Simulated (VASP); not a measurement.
# Ti (P6_3/mmc) in VASP: further runs, part 2 of 2

VASP 6.6.1. The steps go on from the part before.

## Step 4: Single point, PBE, collinear spin, ferromagnetic start (volume scaled by 1.12)

INCAR

```
  PREC = Accurate
  ENCUT = 520
  EDIFF = 1E-6
  ISMEAR = -1
  SIGMA = 0.05
  LREAL = F
  LASPH = T
  NELM = 150
  ALGO = Normal
  ISIF = 2
  LWAVE = F
  LCHARG = F
  ISPIN = 2
  MAGMOM = 1 1 1 1
  LORBIT = 11
  LMAXMIX = 4
  GGA = PE
  NBANDS = 36
```

KPOINTS

```
regular mesh
0
Gamma
  14 14 4
```

POSCAR

```
Ti
1.0
    3.0483175799      0.0000000000      0.0000000000
   -1.5241587899      2.6399204631      0.0000000000
    0.0000000000      0.0000000000      9.7313829733
Ti
4
Direct
    1.0000000000      1.0000000000      1.0000000000
    1.0000000000      1.0000000000      0.5000000000
    0.3333333333      0.6666666667      0.2500000000
    0.6666666667      0.3333333333      0.7500000000
```

Potentials or basis: VASP PAW PBE potentials, release 64 (Ti_sv).

The run is started by

```sh
$ cat potpaw_PBE.64/Ti_sv/POTCAR > POTCAR
$ mpirun -np 1 vasp_std > vasp.out
```

OUTCAR:

```text
PREC = Accurate
   ENCUT = 520
   EDIFF = 1E-6
   ISMEAR = -1
   LREAL = F
   LASPH = T
   NELM = 150
   ISIF = 2
   ISPIN = 2
   LORBIT = 11
   GGA = PE

 ion  position               nearest neighbor table
   1  0.000  0.000  0.000-
   2  0.000  0.000  0.500-
   3  0.333  0.667  0.250-
   4  0.667  0.333  0.750-

  LATTYP: Found a hexagonal cell.
 ALAT       =     3.0483175799
 C/A-ratio  =     3.1923783262

  Lattice vectors:

 A1 = (   3.0483175799,   0.0000000000,   0.0000000000)
 A2 = (  -1.5241587899,   2.6399204631,   0.0000000000)
 A3 = (   0.0000000000,   0.0000000000,   9.7313829733)

Analysis of symmetry for initial positions (statically):
=====================================================================
 Subroutine PRICEL returns:
 Original cell was already a primitive cell.

 Routine SETGRP: Setting up the symmetry group for a
 hexagonal supercell.

 Subroutine GETGRP returns: Found 24 space group operations
 (whereof 12 operations were pure point group operations)
 out of a pool of 24 trial point group operations.

The static configuration has the point symmetry D_3d.
 The point group associated with its full space group is D_6h.

Analysis of symmetry for dynamics (positions and initial velocities):
=====================================================================
 Subroutine PRICEL returns:
 Original cell was already a primitive cell.

 Routine SETGRP: Setting up the symmetry group for a
 hexagonal supercell.

 Subroutine GETGRP returns: Found 24 space group operations
 (whereof 12 operations were pure point group operations)
 out of a pool of 24 trial point group operations.

The dynamic configuration has the point symmetry D_3d.
 The point group associated with its full space group is D_6h.

Analysis of structural, dynamic, and magnetic symmetry:
=====================================================================
[... 162 lines left out ...]

  energy without entropy =      -30.84347262  energy(sigma->0) =      -30.87089875

 E-fermi :   7.0559     XC(G=0): -10.9484

 val. band max:        7.0463526563   @ k =   0.0000   0.0000   0.2500
 cond. band min:       7.0636769890   @ k =   0.3571   0.2143   0.2500
 fundamental gap:      0.0173243326
 Fermi energy:         7.0558948153

 spin component 1

 k-point     1 :       0.0000    0.0000    0.0000
  band No.  band energies     occupation
      1     -49.9486      1.00000
      2     -49.9162      1.00000
      3     -49.8988      1.00000
      4     -49.8661      1.00000
      5     -26.3915      1.00000
      6     -26.1772      1.00000
[... 925 lines left out ...]
     35       9.8689      0.00000
     36       9.8891      0.00000

 [... further k-points ...]

 spin component 2

 k-point     1 :       0.0000    0.0000    0.0000
  band No.  band energies     occupation
      1     -49.9487      1.00000
      2     -49.9166      1.00000
      3     -49.8983      1.00000
      4     -49.8660      1.00000
      5     -26.3914      1.00000
      6     -26.1767      1.00000
[... 925 lines left out ...]
     35       9.8694      0.00000
     36       9.8889      0.00000

 [... further k-points ...]

------------------------ aborting loop because EDIFF is reached ----------------------------------------

  FORCE on cell =-STRESS in cart. coord.  units (eV):
  Direction    XX          YY          ZZ          XY          YZ          ZX
  --------------------------------------------------------------------------------------
  -------------------------------------------------------------------------------------
  Total       -5.0721918     -5.0721918     -5.0319021     -0.0000000      0.0000000      0.0000000
  in kB     -103.7721069   -103.7721069   -102.9478175     -0.0000000      0.0000000      0.0000000
  external PRESSURE =    -103.4973437 kB  Pullay stress =       0.0000000 kB

 VOLUME and BASIS-vectors are now :
 -----------------------------------------------------------------------------
  energy-cutoff  :      520.00
  volume of cell :       78.31
      direct lattice vectors                 reciprocal lattice vectors
     3.048317580  0.000000000  0.000000000     0.328049809  0.189399646  0.000000000
    -1.524158790  2.639920463  0.000000000     0.000000000  0.378799291  0.000000000
     0.000000000  0.000000000  9.731382973     0.000000000  0.000000000  0.102760317

 POSITION                                       TOTAL-FORCE (eV/Angst)
 -----------------------------------------------------------------------------------
      0.00000      0.00000      0.00000        -0.000000      0.000000     -0.000000
      0.00000      0.00000      4.86569        -0.000000      0.000000     -0.000000
     -0.00000      1.75995      2.43285         0.000000     -0.000000      0.000000
      1.52416      0.87997      7.29854        -0.000000      0.000000      0.000000
 -----------------------------------------------------------------------------------
    total drift:                               -0.000000      0.000000      0.000000

  FREE ENERGIE OF THE ION-ELECTRON SYSTEM (eV)
  ---------------------------------------------------
  free  energy   TOTEN  =       -30.8983248849 eV

  energy  without entropy=      -30.8434726183  energy(sigma->0) =      -30.87089875

 total charge

# of ion       s       p       d       tot
------------------------------------------
    1        2.226   6.098   1.801  10.124
    2        2.226   6.098   1.801  10.124
    3        2.226   6.102   1.800  10.127
    4        2.226   6.102   1.800  10.127
--------------------------------------------------
tot          8.902  24.400   7.201  40.503

 magnetization (x)

# of ion       s       p       d       tot
------------------------------------------
    1        0.000   0.000   0.000   0.000
    2        0.000   0.000   0.000   0.000
    3       -0.000  -0.000  -0.000  -0.000
    4       -0.000  -0.000  -0.000  -0.000
--------------------------------------------------
tot          0.000   0.000   0.000   0.000
```

OSZICAR:

```text
N       E                     dE             d eps       ncg     rms          rms(c)
DAV:   1     0.630146660287E+03    0.63015E+03   -0.23894E+04 10368   0.162E+03
DAV:   2     0.416513040773E+02   -0.58850E+03   -0.57197E+03 10456   0.504E+02
[... 12 lines left out ...]
DAV:  15    -0.308982092825E+02   -0.16041E-03   -0.27321E-04 15672   0.109E-01    0.308E-02
DAV:  16    -0.308982854712E+02   -0.76189E-04   -0.21587E-04 17224   0.980E-02    0.210E-02
DAV:  17    -0.308983105716E+02   -0.25100E-04   -0.10149E-04 16296   0.658E-02    0.118E-02
DAV:  18    -0.308983214261E+02   -0.10855E-04   -0.67367E-05 16648   0.532E-02    0.773E-03
DAV:  19    -0.308983249736E+02   -0.35475E-05   -0.19022E-05 16192   0.259E-02    0.414E-03
DAV:  20    -0.308983248849E+02    0.88708E-07   -0.16071E-06  7572   0.898E-03
   1 F= -.30898325E+02 E0= -.30870899E+02  d E =-.548523E-01  mag=     0.0002
```

Run time: 7.1 min. Hardware: 1 thread of Intel Xeon Platinum 8488C (Sapphire Rapids), shared host; peak memory 0.4 GiB.

Results:

* Free energy: -30.8983 eV
* Pressure: -10.3 GPa
* Band gap on the k mesh: zero (filled and empty bands overlap)
* Net moment: 0.00 μB per cell
* Valence electrons inside the program's atomic spheres: Ti 10.12, 10.13

## Step 5: The runs side by side

| cell | k mesh | gap on the mesh (eV) | pressure (GPa) | moment (μB) |
| --- | --- | --- | --- | --- |
| a = 2.813, b = 2.813, c = 8.980 Å, angles 90.0, 90.0, 120.0°, 4 atoms | 14 × 14 × 4 | none | 17.1 | 0.00 |
| a = 2.935, b = 2.935, c = 9.371 Å, angles 90.0, 90.0, 120.0°, 4 atoms | 12 × 12 × 4 | none | -0.2 | 0.00 |
| a = 3.048, b = 3.048, c = 9.731 Å, angles 90.0, 90.0, 120.0°, 4 atoms | 14 × 14 × 4 | none | -10.3 | 0.00 |

Alike in all rows: task single point; level PBE; potentials or basis VASP PAW PBE potentials, release 64 (Ti_sv); spin collinear, ferromagnetic start; cutoff (eV) 520; smearing fermi-dirac 0.05 eV.

Total energies depend on the potentials used, so only differences within one code and one set of settings carry meaning.
